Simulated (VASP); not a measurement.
Write the native input for VASP 6.6.1 that does the following.

```yaml
Task: single point
Functional: PBE
Potentials_or_basis: VASP PAW PBE potentials, release 64 (Rh_pv)
Cutoff: 520 eV
k_mesh: 14 × 14 × 14
Occupations: methfessel-paxton, width 0.15 eV
Spin: no spin polarisation
Dipole_correction: no
Further_INCAR_settings: ALGO = Normal; EDIFF = 1e-07; NBANDS = 14
```

The structure of Rh lies in POSCAR:

```
Rh
1.0
    0.0000000000      1.8978500000      1.8978500000
    1.8978500000      0.0000000000      1.8978500000
    1.8978500000      1.8978500000      0.0000000000
Rh
1
Direct
    0.0000000000      0.0000000000      0.0000000000
```

These files were run (other wordings do the same):

INCAR

```
ALGO = Normal
EDIFF = 1E-7
ENCUT = 520
GGA = PE
ISIF = 2
ISMEAR = 1
LASPH = T
LCHARG = T
LELF = T
LREAL = F
LVHAR = T
LWAVE = F
NBANDS = 14
NELM = 100
PREC = Accurate
SIGMA = 0.15
```

KPOINTS

```
k-points
0
Gamma
  14 14 14
```

Potentials or basis: VASP PAW PBE potentials, release 64 (Rh_pv).

Launch:

```console
$ cat potpaw_PBE.64/Rh_pv/POTCAR > POTCAR
$ mpirun -np 1 vasp_std > vasp.out
```

It gave:

The pressure is 7.5 GPa.

Run time: 7.1 s on 1 thread of Intel(R) Xeon(R) 6975P-C (Granite Rapids), on a shared host, peak memory 0.13 GiB.
